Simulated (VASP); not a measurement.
Wanted: the native input for a VASP 6.6.1 run.

```yaml
Task: electric field gradients
Functional: PBE
Potentials_or_basis: VASP PAW PBE potentials, release 64 (Ba_sv)
Cutoff: 520 eV
k_mesh: 11 × 11 × 6
Occupations: fermi-dirac, width 0.03 eV
Spin: no spin polarisation
Dipole_correction: no
Further_INCAR_settings: ALGO = Normal; EDIFF = 1e-08; NBANDS = 17
```

The structure of Ba lies in POSCAR:

```
Ba
1.0
    2.2043193500     -3.9988569750      0.0000000000
    2.2043193500      3.9988569750      0.0000000000
    0.0000000000      0.0000000000      7.4305148100
Ba
2
Direct
    0.6495962400      0.3504037600      0.2500000000
    0.3504037600      0.6495962400      0.7500000000
```

These files were run (other wordings do the same):

INCAR

```
  ALGO = Normal
  EDIFF = 1E-8
  ENCUT = 520
  GGA = PE
  ISIF = 2
  ISMEAR = -1
  LASPH = T
  LCHARG = F
  LEFG = T
  LREAL = F
  LWAVE = F
  NBANDS = 17
  NELM = 60
  PREC = Accurate
  SIGMA = 0.03
```

KPOINTS

```
k-points
0
Gamma
  11 11 6
```

Potentials or basis: VASP PAW PBE potentials, release 64 (Ba_sv).

Run with:

```bash
$ cat potpaw_PBE.64/Ba_sv/POTCAR > POTCAR
$ mpirun -np 1 vasp_std > vasp.out
```

It gave:

```json
{
  "Pressure": "-0.2 GPa",
  "Largest force": "0.027 eV/Å",
  "Band gap on the k mesh": "zero (bands 10 and 11 overlap by 0.37 eV)",
  "Largest electric field gradient by atom": "Ba -11.5 V/Å²"
}
```

Caveat: without QUAD_EFG the Cq values of the log hold for a quadrupole moment of 1 mb, not for the nuclei; spin-orbit coupling is left out, which moves the levels of the heavy elements.

It took 3.1 min on 1 thread of Intel(R) Xeon(R) Platinum 8488C (Sapphire Rapids) (shared host), peak memory 0.43 GiB.
